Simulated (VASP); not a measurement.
KCl, 4 atoms in the cell. Symmetry: P6_3/mmc, No. 194, hexagonal system. The conventional cell has a = 5.300 Å, b = 5.300 Å, c = 6.188 Å, α = 90.00°, β = 90.00°, γ = 120.00°. Within 4.0 Å of K (site symmetry -6m2) lie 5 Cl at 3.06 to 3.09 Å. Within 4.0 Å of Cl (site symmetry -6m2) lie 5 K at 3.06 to 3.09 Å. 

- Program: VASP 6.6.1
- Task: single point
- Functional: PBEsol
- Potentials or basis: VASP PAW PBE potentials, release 64 (K_sv, Cl)
- Cutoff: 520 eV
- k mesh: 6 × 6 × 4
- Occupations: fermi-dirac, width 0.02 eV
- Spin: no spin polarisation
- Dipole correction: no
- Further INCAR settings: ALGO = Normal; EDIFF = 1e-07; NBANDS = 24

Potentials or basis: VASP PAW PBE potentials, release 64 (K_sv, Cl).

Command:

```console
$ cat potpaw_PBE.64/K_sv/POTCAR potpaw_PBE.64/Cl/POTCAR > POTCAR
$ mpirun -np 1 vasp_std > vasp.out
```

Hardware: 1 thread of Intel Xeon 8259CL (shared host).

Q: Estimate the wall time of this run.

A: It took 2.6 min on 1 thread of Intel Xeon 8259CL, on a shared host, peak memory 0.28 GiB. Counts: scf iterations 16, k points 21.
